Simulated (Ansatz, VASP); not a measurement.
## Ti3Al: VASP beside Ansatz

```
Ti Al
1.0
     0.00000    3.14820    3.14820
     3.14820    0.00000    3.14820
     3.14820    3.14820    0.00000
Ti Al
3 1
Cartesian
  4.7223 4.7223 4.7223
  1.5741 1.5741 1.5741
  0.0000 0.0000 0.0000
  3.1482 3.1482 3.1482
```

Alike in both runs: task relaxation of cell and atoms; functional LDA; k mesh 10 × 10 × 10; occupations fermi-dirac, width 0.15 eV; no spin polarisation.

|  | VASP | Ansatz |
| --- | --- | --- |
| version | VASP 6.6.1 | Ansatz 0.2.0 |
| potentials or method | VASP PAW LDA potentials, release 64 (Ti_sv, Al), cutoff 600 eV | scalar-relativistic, plane waves, PAW |
| valence electrons in the cell | 39 | 39 |

```tsv
	VASP	Ansatz	Ansatz less VASP
gap on the k mesh at the Fermi level, each at its own relaxed structure (eV)	none	none	-
relaxed volume (Å³/atom)	15.69	15.68	-0.004
relaxed cell length with the largest relative difference (Å)	4.460	4.460	-0.0004
```

Ansatz warns that its potentials were made for another functional, while VASP's fit it. LDA's correlation is that of Perdew and Zunger in VASP and of Perdew and Wang (1992) in Ansatz. A gap of «none» marks a metal or a gap that the smearing closes.
